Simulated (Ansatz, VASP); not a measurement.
**InGaAs2 in VASP and in Ansatz**

```
In Ga As
1.0
     4.26725    0.00000    0.00000
     0.00000    4.26725    0.00000
     0.00000    0.00000    5.96215
In Ga As
1 1 2
Direct
  0.00000 0.00000 0.50000
  0.50000 0.50000 0.00000
  0.50000 0.00000 0.76848
  0.00000 0.50000 0.23153
```

Change from the starting cell: strain +0.0100 x Voigt [1, 1, 0, 0, 0, 0], atoms carried along.

Alike in both runs: task single point; functional PBEsol; k mesh 12 × 12 × 8; occupations gaussian, width 0.15 eV; no spin polarisation.

|  | VASP | Ansatz |
| --- | --- | --- |
| version | VASP 6.6.1 | Ansatz 0.2.0 |
| potentials or method | VASP PAW PBE potentials, release 64 (In_d, Ga_d, As), cutoff 520 eV | scalar-relativistic, plane waves, PAW |
| valence electrons in the cell | 36 | 56 |

VASP gave:

| Property | Result |
| --- | --- |
| gap on the k mesh at the Fermi level (eV) | none |
| pressure (GPa) | -3.5 |
| traceless stress, the component that is largest in VASP (GPa) | 0.54 |
| rms of the force components (eV/Å) | 0.008 |

Problem. What did Ansatz give for the same quantities?

Solution. gap on the k mesh at the Fermi level (eV): none; pressure (GPa): -3.6; traceless stress, the component that is largest in VASP (GPa): 0.54; rms of the force components (eV/Å): 0.008.

VASP's potentials were made for PBE, not for PBEsol. Atom by atom the forces differ by 0.000 eV/Å (rms over components). A gap of «none» marks a metal or a gap that the smearing closes. The functional is the same, so the differences come from potentials, cutoffs and numerics. VASP's potentials hold 36 valence electrons a cell and Ansatz's 56, so a difference there can come from the potentials and not from the codes.
